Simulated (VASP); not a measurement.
# Os (P6_3/mmc) in VASP: notebook

Os is run at these levels: PBE exchange alone, r2SCAN; tasks: single point.

Program: VASP 6.6.1. These are calculated values, not measurements. Logs are shortened: lines on timing, memory, paths and dates and some standing lists are left out, and cuts for length are marked.

## 1. The cell of the first run

Symmetry: P6_3/mmc, No. 194, hexagonal system. Conventional cell: a = 2.770 Å, b = 2.770 Å, c = 4.377 Å, α = 90.00°, β = 90.00°, γ = 120.00°. Within 3.6 Å of Os (site symmetry -6m2) lie 12 Os at 2.71 to 2.77 Å.

## 2. Single point, PBE exchange alone

INCAR reads:

```
SYSTEM = Os
AGGAC = 0.0
ALDAC = 0.0
ALGO = Normal
EDIFF = 1E-6
ENCUT = 520
GGA = PE
ISIF = 2
ISMEAR = -1
LASPH = .True.
LCHARG = .False.
LREAL = .False.
LWAVE = .False.
NBANDS = 15
NELM = 60
PREC = Accurate
SIGMA = 0.05
```

KPOINTS reads:

```
k-points
0
Gamma
  11 11 6
  0 0 0
```

POSCAR reads:

```
Os
1.0
    2.7700791260      0.0000000000      0.0000000000
   -1.3850395630      2.3989588936      0.0000000000
    0.0000000000      0.0000000000      4.3765446767
Os
2
Direct
    0.6666666667      0.3333333333      0.7500000000
    0.3333333333      0.6666666667      0.2500000000
```

Potentials or basis: VASP PAW PBE potentials, release 64 (Os).

Started as:

```console
$ cat potpaw_PBE.64/Os/POTCAR > POTCAR
$ mpirun -np 1 vasp_std > vasp.out
```

OUTCAR:

```text
SYSTEM = Os
   EDIFF = 1E-6
   ENCUT = 520
   GGA = PE
   ISIF = 2
   ISMEAR = -1
   LASPH = .True.
   LREAL = .False.
   NELM = 60
   PREC = Accurate

 ion  position               nearest neighbor table
   1  0.667  0.333  0.750-   2 2.71   2 2.71   2 2.71   2 2.71   2 2.71   2 2.71
   2  0.333  0.667  0.250-   1 2.71   1 2.71   1 2.71   1 2.71   1 2.71   1 2.71

  LATTYP: Found a hexagonal cell.
 ALAT       =     2.7700791260
 C/A-ratio  =     1.5799348963

  Lattice vectors:

 A1 = (   2.7700791260,   0.0000000000,   0.0000000000)
 A2 = (  -1.3850395630,   2.3989588936,   0.0000000000)
 A3 = (   0.0000000000,   0.0000000000,   4.3765446767)

Analysis of symmetry for initial positions (statically):
=====================================================================
 Subroutine PRICEL returns:
 Original cell was already a primitive cell.

 Routine SETGRP: Setting up the symmetry group for a
 hexagonal supercell.

 Subroutine GETGRP returns: Found 24 space group operations
 (whereof 12 operations were pure point group operations)
 out of a pool of 24 trial point group operations.

The static configuration has the point symmetry D_3d.
 The point group associated with its full space group is D_6h.

Analysis of symmetry for dynamics (positions and initial velocities):
=====================================================================
 Subroutine PRICEL returns:
 Original cell was already a primitive cell.

 Routine SETGRP: Setting up the symmetry group for a
 hexagonal supercell.

 Subroutine GETGRP returns: Found 24 space group operations
 (whereof 12 operations were pure point group operations)
 out of a pool of 24 trial point group operations.

The dynamic configuration has the point symmetry D_3d.
 The point group associated with its full space group is D_6h.

 Subroutine INISYM returns: Found 24 space group operations
 (whereof 12 operations are pure point group operations),
 and found     1 'primitive' translations

----------------------------------------------------------------------------------------

                                     Primitive cell

  volume of cell :      29.0835

  direct lattice vectors                    reciprocal lattice vectors
     2.770079126  0.000000000  0.000000000     0.361000518  0.208423746  0.000000000
    -1.385039563  2.398958894  0.000000000     0.000000000  0.416847493  0.000000000
     0.000000000  0.000000000  4.376544677     0.000000000  0.000000000  0.228490756

  length of vectors
     2.770079126  2.770079126  4.376544677     0.416847493  0.416847493  0.228490756

  position of ions in fractional coordinates (direct lattice)
     0.666666667  0.333333333  0.750000000
     0.333333333  0.666666667  0.250000000

  ion indices of the primitive-cell ions
   primitive index   ion index
                 1           1
                 2           2

----------------------------------------------------------------------------------------

 KPOINTS: k-points

Automatic generation of k-mesh.
 Grid dimensions read from file:
 generate k-points for:   11   11    6

 Generating k-lattice:

  Cartesian coordinates                     Fractional coordinates (reciprocal lattice)
     0.032818229  0.018947613  0.000000000     0.090909091  0.000000000  0.000000000
     0.000000000  0.037895227  0.000000000     0.000000000  0.090909091  0.000000000
     0.000000000  0.000000000  0.038081793     0.000000000  0.000000000  0.166666667

  Length of vectors
     0.037895227  0.037895227  0.038081793

  Shift w.r.t. Gamma in fractional coordinates (k-lattice)
     0.000000000  0.000000000  0.000000000

 Subroutine IBZKPT returns following result:
 ===========================================

 Found     64 irreducible k-points:

 Following reciprocal coordinates:
            Coordinates               Weight
  0.000000  0.000000  0.000000      1.000000
  0.090909  0.000000  0.000000      6.000000
  0.181818  0.000000  0.000000      6.000000
  0.272727  0.000000  0.000000      6.000000
  0.363636  0.000000  0.000000      6.000000
  0.454545  0.000000  0.000000      6.000000
[... 16 lines left out ...]
  0.090909  0.090909  0.166667     12.000000
  0.181818  0.090909  0.166667     24.000000
 [... further k-points ...]
   k-points           NKPTS =     64   k-points in BZ     NKDIM =     64   number of bands    NBANDS=     15
   number of dos      NEDOS =    301   number of ions     NIONS =      2
   total plane-waves  NPLWV =  20736
   dimension x,y,z NGX =    24 NGY =   24 NGZ =   36
   dimension x,y,z NGXF=    48 NGYF=   48 NGZF=   72
   ions per type =               2
   NGX,Y,Z   is equivalent  to a cutoff of  14.40, 14.40, 13.67 a.u.
   NGXF,Y,Z  is equivalent  to a cutoff of  28.81, 28.81, 27.35 a.u.
 SYSTEM =  Os
   PREC   = accura    normal or accurate (medium, high low for compatibility)
   ISTART =      0    job   : 0-new  1-cont  2-samecut
   ICHARG =      2    charge: 1-file 2-atom 10-const
   ISPIN  =      1    spin polarized calculation?
   LNONCOLLINEAR =      F non collinear calculations
   LSORBIT =      F    spin-orbit coupling
   LASPH  =      T    aspherical Exc in radial PAW
   ENCUT  =  520.0 eV  38.22 Ry    6.18 a.u.   5.15  5.15  8.14*2*pi/ulx,y,z
   NELM   =     60;   NELMIN=  2; NELMDL= -5     # of ELM steps
   EDIFF  = 0.1E-05   stopping-criterion for ELM
   LREAL  =      F    real-space projection
   EDIFFG = 0.1E-04   stopping-criterion for IOM
   NSW    =      0    number of steps for IOM
   IBRION =     -1    ionic relax: 0-MD 1-quasi-New 2-CG
   NFREE  =      0    steps in history (QN), initial steepest desc. (CG)
   ISIF   =      2    stress and relaxation
   ISYM   =      2    0-nonsym 1-usesym 2-fastsym
   POTIM  = 0.5000    time-step for ionic-motion
   TEBEG  =    0.0;   TEEND  =   0.0 temperature during run
   PSTRESS=    0.0 pullay stress
   NELECT =      16.0000    total number of electrons
   NUPDOWN=      -1.0000    fix difference up-down
   EMIN   =  10.00;   EMAX   =-10.00  energy-range for DOS
   EFERMI =   0.00;   METHOD = LEGACY
   ISMEAR =    -1;   SIGMA  =   0.05  broadening in eV -4-tet -1-fermi 0-gaus
   EFERMI_NEDOS =   21; number of points for ismear=-14 and -15
   IALGO  =     38    algorithm
   IMIX   =      4    mixing-type and parameters
     AMIX     =   0.40;   BMIX     =  1.00
     AMIX_MAG =   1.60;   BMIX_MAG =  1.00
  volume/ion in A,a.u.               =      14.54        98.13
  Fermi-wavevector in a.u.,A,eV,Ry     =   1.341424  2.534924 24.482570  1.799418
  Thomas-Fermi vector in A             =   2.469659
   LORBIT       =      0    0 simple, 1 ext, 2 COOP (PROOUT), +10 PAW based schemes
   GGA     = PE    functional components
   LHFCALC =     F    Hartree Fock is set to
   AEXX    =    0.0000 exact exchange contribution
   IVDW    =     0    specifies the selected vdW correction
   LEPSILON=     F    determine dielectric tensor
   LRPA    =     F    only Hartree local field effects (RPA)
 non-spin polarized calculation
  energy-cutoff  :      520.00
  volume of cell :       29.08
 maximum number of plane-waves:       797
 NGX is ok and might be reduce to    24
   NGX = 11   NGY = 11   NGZ = 17

 number of electron      15.9999999 magnetization

 Free energy of the ion-electron system (eV)
  ---------------------------------------------------
  ext. energy  EPLUGINS =         0.00000000
  ---------------------------------------------------
  free energy    TOTEN  =       -16.52263958 eV

  energy without entropy =      -16.50825436  energy(sigma->0) =      -16.51544697

 E-fermi :  10.6512     XC(G=0): -11.9917

 val. band max:       10.6282538365   @ k =   0.3636   0.0000   0.3333
 cond. band min:      10.7087549510   @ k =   0.3636   0.0909   0.3333
 fundamental gap:      0.0805011145
 Fermi energy:        10.6511518399

 k-point     1 :       0.0000    0.0000    0.0000
  band No.  band energies     occupation
      1       0.2098      2.00000
      2       3.3107      2.00000
      3       7.8155      2.00000
      4       7.8155      2.00000
      5       8.0420      2.00000
      6       8.5961      2.00000
      7       8.5961      2.00000
      8       9.2005      2.00000
      9       9.2005      2.00000
     10      10.9320      0.00724
     11      12.2845      0.00000
     12      12.2845      0.00000
     13      19.3113      0.00000
     14      24.9893      0.00000
     15      27.5632      0.00000

 k-point     2 :       0.0909    0.0000    0.0000
  band No.  band energies     occupation
      1       0.5288      2.00000
      2       3.5911      2.00000
      3       7.2969      2.00000
      4       8.0942      2.00000
      5       8.3812      2.00000
      6       8.5316      2.00000
      7       8.7793      2.00000
      8       8.8556      2.00000
      9       8.9876      2.00000
     10       9.8136      2.00000
     11      12.4275      0.00000
     12      13.9209      0.00000
     13      19.2745      0.00000
     14      25.6120      0.00000
     15      27.9623      0.00000

 k-point     3 :       0.1818    0.0000    0.0000
  band No.  band energies     occupation
      1       1.4128      2.00000
      2       4.2509      2.00000
      3       6.7000      2.00000
      4       7.4274      2.00000
      5       7.9908      2.00000
      6       8.5046      2.00000
      7       8.8996      2.00000
      8       9.1836      2.00000
      9       9.2329      2.00000
     10       9.5990      2.00000
     11      12.7192      0.00000
     12      16.2335      0.00000
     13      19.1019      0.00000
     14      26.3225      0.00000
     15      28.1725      0.00000

 k-point     4 :       0.2727    0.0000    0.0000
  band No.  band energies     occupation
      1       2.5994      2.00000
      2       4.5549      2.00000
      3       6.1157      2.00000
      4       6.6738      2.00000
      5       7.8551      2.00000
      6       7.9878      2.00000
      7       8.7777      2.00000
      8      10.1227      1.99995
      9      10.3071      1.99795
     10      10.7107      0.46626
     11      12.9794      0.00000
     12      18.5745      0.00000
     13      18.8273      0.00000
     14      23.6058      0.00000
     15      26.4499      0.00000
[... 307 lines left out ...]
 k-point    22 :       0.4545    0.0000    0.1667
  band No.  band energies     occupation
      1       3.5466      2.00000
      2       4.0624      2.00000
      3       5.4264      2.00000
      4       6.4747      2.00000
      5       7.6220      2.00000
      6       8.7826      2.00000
      7       9.8623      2.00000
      8      12.2767      0.00000
      9      12.6408      0.00000
     10      13.0785      0.00000
     11      13.7471      0.00000
     12      16.5789      0.00000
     13      19.1717      0.00000
     14      21.3881      0.00000
     15      23.4253      0.00000

 k-point    23 :       0.0909    0.0909    0.1667
  band No.  band energies     occupation
      1       1.4322      2.00000
      2       4.1600      2.00000
      3       6.8305      2.00000
      4       7.2122      2.00000
      5       7.9150      2.00000
      6       8.2450      2.00000
      7       8.7117      2.00000
      8       9.0164      2.00000
      9       9.6929      2.00000
     10       9.7444      2.00000
     11      12.5306      0.00000
     12      14.5367      0.00000
     13      20.8411      0.00000
     14      26.0895      0.00000
     15      28.0528      0.00000

 k-point    24 :       0.1818    0.0909    0.1667
  band No.  band energies     occupation
      1       2.4354      2.00000
      2       4.8579      2.00000
      3       6.2231      2.00000
      4       6.4206      2.00000
      5       7.5821      2.00000
      6       8.1613      2.00000
      7       8.7148      2.00000
      8       9.6070      2.00000
      9      10.1856      1.99982
     10      10.5293      1.83915
     11      12.6777      0.00000
     12      15.9929      0.00000
     13      20.8894      0.00000
     14      25.4738      0.00000
     15      26.6139      0.00000

 [... further k-points ...]

------------------------ aborting loop because EDIFF is reached ----------------------------------------

  FORCE on cell =-STRESS in cart. coord.  units (eV):
  Direction    XX          YY          ZZ          XY          YZ          ZX
  --------------------------------------------------------------------------------------
  -------------------------------------------------------------------------------------
  Total        5.1630151      5.1630151      5.1444620     -0.0000000     -0.0000000      0.0000000
  in kB      284.4249091    284.4249091    283.4028386     -0.0000000     -0.0000000      0.0000000
  external PRESSURE =     284.0842189 kB  Pullay stress =       0.0000000 kB

 VOLUME and BASIS-vectors are now :
 -----------------------------------------------------------------------------
  energy-cutoff  :      520.00
  volume of cell :       29.08
      direct lattice vectors                 reciprocal lattice vectors
     2.770079126  0.000000000  0.000000000     0.361000518  0.208423746  0.000000000
    -1.385039563  2.398958894  0.000000000     0.000000000  0.416847493  0.000000000
     0.000000000  0.000000000  4.376544677     0.000000000  0.000000000  0.228490756

 POSITION                                       TOTAL-FORCE (eV/Angst)
 -----------------------------------------------------------------------------------
      1.38504      0.79965      3.28241        -0.000000      0.000000      0.000000
     -0.00000      1.59931      1.09414         0.000000     -0.000000      0.000000
 -----------------------------------------------------------------------------------
    total drift:                                0.000000     -0.000000     -0.000000

  FREE ENERGIE OF THE ION-ELECTRON SYSTEM (eV)
  ---------------------------------------------------
  free  energy   TOTEN  =       -16.5226395784 eV

  energy  without entropy=      -16.5082543577  energy(sigma->0) =      -16.51544697
```

Wall time 67 s (1 thread of AMD EPYC 7R43 (Zen 3), shared host); peak memory 0.12 GiB.

What came out:

```yaml
Free_energy: -16.5226 eV
Pressure: 28.4 GPa
Band_gap_on_the_k_mesh: zero (bands 8 and 9 overlap by 3.66 eV)
```

Levels at points of the mesh, in eV from the Fermi level:
```
           k point  band 5  band 6  band 7  band 8  band 9  band 10  band 11  band 12
(0.00, 0.00, 0.00)   -2.61   -2.06   -2.06   -1.45   -1.45     0.28     1.63     1.63
(0.00, 0.00, 0.50)   -3.03   -3.03   -3.03   -3.03    0.86     0.86     0.86     0.86
```

Caveat: the cell stands under pressure; spin-orbit coupling is left out, which moves the levels of the heavy elements.

## 3. Single point, PBE exchange alone

This run uses another cell than the first one, of 14.82 Å³/atom.

INCAR reads:

```
AGGAC = 0.0
ALDAC = 0.0
ALGO = Normal
EDIFF = 1E-7
ENCUT = 520
GGA = PE
ISIF = 2
ISMEAR = -1
LASPH = True
LCHARG = False
LREAL = False
LWAVE = False
NBANDS = 15
NELM = 60
PREC = Accurate
SIGMA = 0.05
```

KPOINTS reads:

```
k-points
0
Gamma
  11 11 6
```

POSCAR reads:

```
Os
1.0
    2.7877234178      0.0000000000      0.0000000000
   -1.3938617089      2.4142392985      0.0000000000
    0.0000000000      0.0000000000      4.4044215090
Os
2
Direct
    0.6666666667      0.3333333333      0.7500000000
    0.3333333333      0.6666666667      0.2500000000
```

Potentials or basis: VASP PAW PBE potentials, release 64 (Os).

Started as:

```console
$ cat potpaw_PBE.64/Os/POTCAR > POTCAR
$ mpirun -np 1 vasp_std > vasp.out
```

Run time: 70 s. Hardware: 1 thread of AMD EPYC 7R43 (Zen 3), shared host; peak memory 0.13 GiB.

It converged, with:

```
Free energy            : -16.6082 eV
Pressure               : 20.6 GPa
Band gap on the k mesh : zero (bands 8 and 9 overlap by 3.55 eV)
```

Stress tensor (GPa, compression positive):
```
20.78  0.00  0.00
 0.00 20.78  0.00
 0.00  0.00 20.21
```

Levels at points of the mesh, in eV from the Fermi level:
```
           k point  band 6  band 7  band 8  band 9  band 10  band 11
(0.00, 0.00, 0.00)   -2.00   -2.00   -1.41   -1.41     0.28     1.59
(0.00, 0.00, 0.50)   -2.94   -2.94   -2.94    0.83     0.83     0.83
```

Caveat: the cell stands under pressure; spin-orbit coupling is left out, which moves the levels of the heavy elements.

[end of part 1 of 2]

The gap in the log of VASP goes by the Fermi energy; the results here count the filled bands.